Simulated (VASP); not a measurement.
# N (P6_3/mmc) in VASP: notebook

The runs below take N through single point, with LDA.

All numbers are computed with VASP 6.6.1; they aren't measurements. Logs are shortened: lines on timing, memory, paths and dates and some standing lists are left out, and cuts for length are marked.

### Step 1. The cell of the first run

Symmetry: P6_3/mmc, No. 194, hexagonal system. Conventional cell: a = 2.519 Å, b = 2.519 Å, c = 2.446 Å, α = 90.00°, β = 90.00°, γ = 120.00°. Within 2.5 Å of N (site symmetry -6m2) lie 8 N at 1.90 to 2.45 Å.

### Step 2. Single point, LDA

INCAR reads:

```
ALGO = Normal
EDIFF = 1E-7
ENCUT = 520
ISIF = 2
ISMEAR = -1
LASPH = T
LCHARG = F
LREAL = F
LWAVE = F
NBANDS = 12
NELM = 100
PREC = Accurate
SIGMA = 0.1
```

KPOINTS reads:

```
k-points
0
Gamma
  12 12 8
```

POSCAR reads:

```
N
1.0
    2.5194740000      0.0000000000      0.0000000000
   -1.2597370000      2.1819280000      0.0000000000
    0.0000000000      0.0000000000      2.4460020000
N
2
Direct
    0.6666666667      0.3333333333      0.2500000000
    0.3333333333      0.6666666667      0.7500000000
```

Potentials or basis: VASP PAW LDA potentials, release 64 (N).

Run with:

```sh
cat potpaw_LDA.64/N/POTCAR > POTCAR
mpirun -np 1 vasp_std > vasp.out
```

OUTCAR:

```text
EDIFF = 1E-7
   ENCUT = 520
   ISIF = 2
   ISMEAR = -1
   LASPH = T
   LREAL = F
   NELM = 100
   PREC = Accurate

 ion  position               nearest neighbor table
   1  0.667  0.333  0.250-
   2  0.333  0.667  0.750-

  LATTYP: Found a hexagonal cell.
 ALAT       =     2.5194740000
 C/A-ratio  =     0.9708383575

  Lattice vectors:

 A1 = (   2.5194740000,   0.0000000000,   0.0000000000)
 A2 = (  -1.2597370000,   2.1819280000,   0.0000000000)
 A3 = (   0.0000000000,   0.0000000000,   2.4460020000)

Analysis of symmetry for initial positions (statically):
=====================================================================
 Subroutine PRICEL returns:
 Original cell was already a primitive cell.

 Routine SETGRP: Setting up the symmetry group for a
 hexagonal supercell.

 Subroutine GETGRP returns: Found 24 space group operations
 (whereof 12 operations were pure point group operations)
 out of a pool of 24 trial point group operations.

The static configuration has the point symmetry D_3d.
 The point group associated with its full space group is D_6h.

Analysis of symmetry for dynamics (positions and initial velocities):
=====================================================================
 Subroutine PRICEL returns:
 Original cell was already a primitive cell.

 Routine SETGRP: Setting up the symmetry group for a
 hexagonal supercell.

 Subroutine GETGRP returns: Found 24 space group operations
 (whereof 12 operations were pure point group operations)
 out of a pool of 24 trial point group operations.

The dynamic configuration has the point symmetry D_3d.
 The point group associated with its full space group is D_6h.

 Subroutine INISYM returns: Found 24 space group operations
 (whereof 12 operations are pure point group operations),
 and found     1 'primitive' translations

----------------------------------------------------------------------------------------

                                     Primitive cell

  volume of cell :      13.4464

  direct lattice vectors                    reciprocal lattice vectors
     2.519474000  0.000000000  0.000000000     0.396908244  0.229155133  0.000000000
    -1.259737000  2.181928000  0.000000000     0.000000000  0.458310265  0.000000000
     0.000000000  0.000000000  2.446002000     0.000000000  0.000000000  0.408830410

  length of vectors
[... 82 lines left out ...]
   EDIFF  = 0.1E-06   stopping-criterion for ELM
   LREAL  =      F    real-space projection
   EDIFFG = 0.1E-05   stopping-criterion for IOM
   NSW    =      0    number of steps for IOM
   IBRION =     -1    ionic relax: 0-MD 1-quasi-New 2-CG
   NFREE  =      0    steps in history (QN), initial steepest desc. (CG)
   ISIF   =      2    stress and relaxation
   ISYM   =      2    0-nonsym 1-usesym 2-fastsym
   POTIM  = 0.5000    time-step for ionic-motion
   TEBEG  =    0.0;   TEEND  =   0.0 temperature during run
   PSTRESS=    0.0 pullay stress
   NELECT =      10.0000    total number of electrons
   NUPDOWN=      -1.0000    fix difference up-down
   EMIN   =  10.00;   EMAX   =-10.00  energy-range for DOS
   EFERMI =   0.00;   METHOD = LEGACY
   ISMEAR =    -1;   SIGMA  =   0.10  broadening in eV -4-tet -1-fermi 0-gaus
   EFERMI_NEDOS =   21; number of points for ismear=-14 and -15
   IALGO  =     38    algorithm
   IMIX   =      4    mixing-type and parameters
     AMIX     =   0.40;   BMIX     =  1.00
     AMIX_MAG =   1.60;   BMIX_MAG =  1.00
  volume/ion in A,a.u.               =       6.72        45.37
  Fermi-wavevector in a.u.,A,eV,Ry     =   1.483221  2.802881 29.932053  2.199944
  Thomas-Fermi vector in A             =   2.596909
   LORBIT       =      0    0 simple, 1 ext, 2 COOP (PROOUT), +10 PAW based schemes
   GGA     = CA    functional components
   LHFCALC =     F    Hartree Fock is set to
   AEXX    =    0.0000 exact exchange contribution
   IVDW    =     0    specifies the selected vdW correction
   LEPSILON=     F    determine dielectric tensor
   LRPA    =     F    only Hartree local field effects (RPA)
 non-spin polarized calculation
  energy-cutoff  :      520.00
  volume of cell :       13.45
 maximum number of plane-waves:       381
 NGX is ok and might be reduce to    20
   NGX =  9   NGY =  9   NGZ =  9

 number of electron      10.0000001 magnetization

 Free energy of the ion-electron system (eV)
  ---------------------------------------------------
  ext. energy  EPLUGINS =         0.00000000
  ---------------------------------------------------
  free energy    TOTEN  =       -11.39263012 eV

  energy without entropy =      -11.36894858  energy(sigma->0) =      -11.38078935

 E-fermi :   6.8131     XC(G=0): -13.3926

 val. band max:        6.7795751022   @ k =   0.4167   0.1667   0.0000
 cond. band min:       6.8255844350   @ k =   0.0833   0.0833   0.3750
 fundamental gap:      0.0460093328
 Fermi energy:         6.8130968721

 k-point     1 :       0.0000    0.0000    0.0000
  band No.  band energies     occupation
      1     -15.0577      2.00000
      2       1.5392      2.00000
      3       2.0350      2.00000
      4       4.5028      2.00000
      5       4.5028      2.00000
      6       9.6533      0.00000
      7       9.6533      0.00000
      8      12.9420      0.00000
      9      21.2065      0.00000
     10      24.6725      0.00000
     11      32.0215      0.00000
     12      32.0215      0.00000
[... 331 lines left out ...]
 k-point    24 :       0.3333   -0.0000    0.1250
  band No.  band energies     occupation
      1     -12.1607      2.00000
      2      -4.3478      2.00000
      3       1.6945      2.00000
      4       2.6247      2.00000
      5       6.3087      1.98719
      6       8.0755      0.00001
      7      11.1199      0.00000
      8      11.1670      0.00000
      9      21.8979      0.00000
     10      28.0660      0.00000
     11      32.4299      0.00000
     12      35.4762      0.00000

 [... further k-points ...]
[... 5 lines left out ...]
  --------------------------------------------------------------------------------------
  -------------------------------------------------------------------------------------
  Total       -0.3251358     -0.3251357     -1.1469645     -0.0000000     -0.0000000      0.0000000
  in kB      -38.7407767    -38.7407593   -136.6637913     -0.0000000     -0.0000000      0.0000000
  external PRESSURE =     -71.3817758 kB  Pullay stress =       0.0000000 kB

 VOLUME and BASIS-vectors are now :
 -----------------------------------------------------------------------------
  energy-cutoff  :      520.00
  volume of cell :       13.45
      direct lattice vectors                 reciprocal lattice vectors
     2.519474000  0.000000000  0.000000000     0.396908244  0.229155133  0.000000000
    -1.259737000  2.181928000  0.000000000     0.000000000  0.458310265  0.000000000
     0.000000000  0.000000000  2.446002000     0.000000000  0.000000000  0.408830410

 POSITION                                       TOTAL-FORCE (eV/Angst)
 -----------------------------------------------------------------------------------
      1.25974      0.72731      0.61150         0.000000      0.000000      0.000000
     -0.00000      1.45462      1.83450        -0.000000     -0.000000      0.000000
 -----------------------------------------------------------------------------------
    total drift:                               -0.000000      0.000000      0.000000

  FREE ENERGIE OF THE ION-ELECTRON SYSTEM (eV)
  ---------------------------------------------------
  free  energy   TOTEN  =       -11.3926301239 eV

  energy  without entropy=      -11.3689485833  energy(sigma->0) =      -11.38078935
```

OSZICAR:

```text
N       E                     dE             d eps       ncg     rms          rms(c)
DAV:   1     0.198718535176E+02    0.19872E+02   -0.60003E+03  2412   0.813E+02
DAV:   2    -0.107569704808E+02   -0.30629E+02   -0.28964E+02  2920   0.154E+02
DAV:   3    -0.114006019906E+02   -0.64363E+00   -0.63816E+00  2756   0.190E+01
DAV:   4    -0.114015246306E+02   -0.92264E-03   -0.92261E-03  2488   0.890E-01
DAV:   5    -0.114015255693E+02   -0.93873E-06   -0.93926E-06  2772   0.273E-02    0.206E+00
DAV:   6    -0.113954170861E+02    0.61085E-02   -0.15387E-03  2476   0.344E-01    0.124E+00
DAV:   7    -0.113926429660E+02    0.27741E-02   -0.27503E-03  2600   0.470E-01    0.484E-02
DAV:   8    -0.113926290177E+02    0.13948E-04   -0.95992E-05  2592   0.844E-02    0.144E-02
DAV:   9    -0.113926301391E+02   -0.11214E-05   -0.21722E-06  2636   0.139E-02    0.619E-03
DAV:  10    -0.113926301239E+02    0.15230E-07   -0.48392E-07  2664   0.554E-03
   1 F= -.11392630E+02 E0= -.11380789E+02  d E =-.236815E-01
```

Wall time 4.2 s (1 thread of Intel Xeon 6975P-C (Granite Rapids), shared host); peak memory 0.11 GiB.

Results:

| Quantity | Value |
| --- | --- |
| Free energy | -11.3926 eV |
| Pressure | -7.1 GPa |
| Band gap on the k mesh | zero (band 5 reaches 7.83 eV, above the bottom of band 6 at 2.92 eV) |

Stress tensor (GPa, compression positive):
```
 -3.87   0.00   0.00
  0.00  -3.87   0.00
  0.00   0.00 -13.67
```

### Step 3. Single point, LDA

This run uses another cell than the first one, of 6.99 Å³/atom, 1.040 times its volume.

INCAR reads:

```
SYSTEM = N
PREC = Accurate
ENCUT = 520
EDIFF = 1E-6
ISMEAR = -1
SIGMA = 0.1
LREAL = .FALSE.
LASPH = .TRUE.
NELM = 100
ALGO = Normal
ISIF = 2
LWAVE = .FALSE.
LCHARG = .FALSE.
GGA = CA
NBANDS = 12
```

KPOINTS reads:

```
Automatic mesh
0
G
  12 12 8
  0 0 0
```

POSCAR reads:

```
N
1.0
    2.5526287758      0.0000000000      0.0000000000
   -1.2763143879      2.2106408717      0.0000000000
    0.0000000000      0.0000000000      2.4781899281
N
2
Direct
    0.6666666667      0.3333333333      0.2500000000
    0.3333333333      0.6666666667      0.7500000000
```

Potentials or basis: VASP PAW LDA potentials, release 64 (N).

Run with:

```sh
cat potpaw_LDA.64/N/POTCAR > POTCAR
mpirun -np 1 vasp_std > vasp.out
```

OUTCAR:

```text
SYSTEM = N
   PREC = Accurate
   ENCUT = 520
   EDIFF = 1E-6
   ISMEAR = -1
   LREAL = .FALSE.
   LASPH = .TRUE.
   NELM = 100
   ISIF = 2
   GGA = CA

 ion  position               nearest neighbor table
   1  0.667  0.333  0.250-
   2  0.333  0.667  0.750-

  LATTYP: Found a hexagonal cell.
 ALAT       =     2.5526287758
 C/A-ratio  =     0.9708383575

  Lattice vectors:

 A1 = (   2.5526287758,   0.0000000000,   0.0000000000)
 A2 = (  -1.2763143879,   2.2106408717,   0.0000000000)
 A3 = (   0.0000000000,   0.0000000000,   2.4781899281)

Analysis of symmetry for initial positions (statically):
=====================================================================
 Subroutine PRICEL returns:
 Original cell was already a primitive cell.

 Routine SETGRP: Setting up the symmetry group for a
 hexagonal supercell.

 Subroutine GETGRP returns: Found 24 space group operations
 (whereof 12 operations were pure point group operations)
 out of a pool of 24 trial point group operations.

The static configuration has the point symmetry D_3d.
 The point group associated with its full space group is D_6h.

Analysis of symmetry for dynamics (positions and initial velocities):
=====================================================================
 Subroutine PRICEL returns:
 Original cell was already a primitive cell.

 Routine SETGRP: Setting up the symmetry group for a
 hexagonal supercell.

 Subroutine GETGRP returns: Found 24 space group operations
 (whereof 12 operations were pure point group operations)
 out of a pool of 24 trial point group operations.

The dynamic configuration has the point symmetry D_3d.
 The point group associated with its full space group is D_6h.

 Subroutine INISYM returns: Found 24 space group operations
 (whereof 12 operations are pure point group operations),
 and found     1 'primitive' translations

----------------------------------------------------------------------------------------
[... 116 lines left out ...]
  Thomas-Fermi vector in A             =   2.579989
   LORBIT       =      0    0 simple, 1 ext, 2 COOP (PROOUT), +10 PAW based schemes
   GGA     = CA    functional components
   LHFCALC =     F    Hartree Fock is set to
   AEXX    =    0.0000 exact exchange contribution
   IVDW    =     0    specifies the selected vdW correction
   LEPSILON=     F    determine dielectric tensor
   LRPA    =     F    only Hartree local field effects (RPA)
 non-spin polarized calculation
  energy-cutoff  :      520.00
  volume of cell :       13.98
 maximum number of plane-waves:       405
 NGX is ok and might be reduce to    20
   NGX =  9   NGY =  9   NGZ =  9

 number of electron      10.0000000 magnetization

 Free energy of the ion-electron system (eV)
  ---------------------------------------------------
  ext. energy  EPLUGINS =         0.00000000
  ---------------------------------------------------
  free energy    TOTEN  =       -11.35683799 eV

  energy without entropy =      -11.33233552  energy(sigma->0) =      -11.34458676

 E-fermi :   6.2030     XC(G=0): -13.1875

 val. band max:        6.2017131390   @ k =   0.2500   0.0833   0.1250
 cond. band min:       6.2047102361   @ k =   0.0833   0.0833   0.3750
 fundamental gap:      0.0029970971
 Fermi energy:         6.2030162920

 k-point     1 :       0.0000    0.0000    0.0000
  band No.  band energies     occupation
      1     -15.0850      2.00000
      2       0.6363      2.00000
      3       1.6716      2.00000
      4       4.0359      2.00000
      5       4.0359      2.00000
      6       8.9895      0.00000
      7       8.9895      0.00000
      8      12.0966      0.00000
      9      20.6053      0.00000
     10      23.7216      0.00000
     11      31.0530      0.00000
     12      31.0530      0.00000
[... 331 lines left out ...]
 k-point    24 :       0.3333    0.0000    0.1250
  band No.  band energies     occupation
      1     -12.2909      2.00000
      2      -4.7776      2.00000
      3       1.2809      2.00000
      4       2.2452      2.00000
      5       5.6662      1.99072
      6       7.4118      0.00001
      7      10.3665      0.00000
      8      10.4201      0.00000
      9      21.1814      0.00000
     10      27.1451      0.00000
     11      31.4385      0.00000
     12      34.1092      0.00000

 [... further k-points ...]
[... 5 lines left out ...]
  --------------------------------------------------------------------------------------
  -------------------------------------------------------------------------------------
  Total       -0.9205897     -0.9205893     -1.9672916      0.0000000     -0.0000000      0.0000000
  in kB     -105.4717739   -105.4717267   -225.3921932      0.0000000     -0.0000000      0.0000000
  external PRESSURE =    -145.4452313 kB  Pullay stress =       0.0000000 kB

 VOLUME and BASIS-vectors are now :
 -----------------------------------------------------------------------------
  energy-cutoff  :      520.00
  volume of cell :       13.98
      direct lattice vectors                 reciprocal lattice vectors
     2.552628776  0.000000000  0.000000000     0.391753008  0.226178755  0.000000000
    -1.276314388  2.210640872  0.000000000     0.000000000  0.452357510  0.000000000
     0.000000000  0.000000000  2.478189928     0.000000000  0.000000000  0.403520323

 POSITION                                       TOTAL-FORCE (eV/Angst)
 -----------------------------------------------------------------------------------
      1.27631      0.73688      0.61955         0.000000      0.000000      0.000000
     -0.00000      1.47376      1.85864        -0.000000     -0.000000      0.000000
 -----------------------------------------------------------------------------------
    total drift:                               -0.000000      0.000000      0.000000

  FREE ENERGIE OF THE ION-ELECTRON SYSTEM (eV)
  ---------------------------------------------------
  free  energy   TOTEN  =       -11.3568379949 eV

  energy  without entropy=      -11.3323355246  energy(sigma->0) =      -11.34458676
```

Wall time 4.1 s (1 thread of Intel Xeon 6975P-C (Granite Rapids), shared host); peak memory 0.11 GiB.

Results:

```
Free energy            : -11.3568 eV
Pressure               : -14.5 GPa
Band gap on the k mesh : zero (band 5 reaches 7.11 eV, above the bottom of band 6 at 2.58 eV)
```

Stress tensor (GPa, compression positive):
```
-10.55   0.00   0.00
  0.00 -10.55   0.00
  0.00   0.00 -22.54
```

[end of part 1 of 2]
